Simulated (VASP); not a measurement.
Ti, 1 atom in the cell. It takes space group Im-3m (No. 229, cubic). The conventional cell has a = 3.255 Å, b = 3.255 Å, c = 3.255 Å, α = 90.00°, β = 90.00°, γ = 90.00°. Within 3.7 Å of Ti (site symmetry m-3m) lie 14 Ti at 2.82 to 3.25 Å. 

```yaml
Program: VASP 6.6.1
Task: single point
Functional: PBE
Potentials_or_basis: VASP PAW PBE potentials, release 64 (Ti_sv)
Cutoff: 520 eV
k_mesh: 11 × 11 × 11
Occupations: fermi-dirac, width 0.05 eV
Spin: no spin polarisation
Dipole_correction: no
Further_INCAR_settings: ALGO = Fast; EDIFF = 1e-06; NBANDS = 12
```

Potentials or basis: VASP PAW PBE potentials, release 64 (Ti_sv).

Command:

```console
$ cat potpaw_PBE.64/Ti_sv/POTCAR > POTCAR
$ mpirun -np 1 vasp_std > vasp.out
```

Hardware: 1 thread of Intel(R) Xeon(R) 6975P-C (Granite Rapids), with other jobs on the host.

Question: Estimate the wall time of this run.

Answer: Run time: 7.2 s on 1 thread of Intel(R) Xeon(R) 6975P-C (Granite Rapids) (shared host), peak memory 0.13 GiB. Counts: scf iterations 20, k points 56.
